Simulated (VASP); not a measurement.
SrTiO3:

```xyz
5
Lattice="3.9053 0.0000 0.0000 0.0000 3.9053 0.0000 0.0000 0.0000 3.9053" Properties=species:S:1:pos:R:3 pbc="T T T"
Sr    1.9526    1.9526    1.9526
Ti    0.0000    0.0000    0.0000
O     1.9526    0.0000    0.0000
O     0.0000    1.9526    0.0000
O     0.0000    0.0000    1.9526
```

```yaml
Program: VASP 6.6.1
Task: relaxation of cell and atoms
Functional: LDA
Potentials_or_basis: VASP PAW LDA potentials, release 64 (Sr_sv, Ti_sv, O)
Cutoff: 600 eV
k_mesh: 8 × 8 × 8
Occupations: gaussian, width 0.02 eV
Spin: no spin polarisation
```

At the start: pressure -6.7 GPa; volume 11.91 Å³/atom.

**Question.** How do energy, volume and symmetry change on relaxing?

**Answer.** Over 3 steps the energy falls by 8.7 meV/atom and the volume is 11.50 Å³/atom (-3.4 %); space group Pm-3m (No. 221, to 0.1 Å) before and after.

The path:
| step | energy change (eV) | largest force (eV/Å) | pressure (GPa) | volume (Å³) |
| --- | --- | --- | --- | --- |
| 1 | 0.0000 | 0.0000 | -6.66 | 59.56 |
| 2 | 0.0079 | 0.0000 | 8.11 | 55.39 |
| 3 | -0.0435 | 0.0000 | -0.06 | 57.52 |

Final structure:
```
CELL_PARAMETERS angstrom
3.86010 0.00000 0.00000
0.00000 3.86010 0.00000
0.00000 0.00000 3.86010
ATOMIC_POSITIONS crystal
Sr 0.50000 0.50000 0.50000
Ti 0.00000 0.00000 0.00000
O 0.50000 0.00000 0.00000
O 0.00000 0.50000 0.00000
O 0.00000 0.00000 0.50000
```
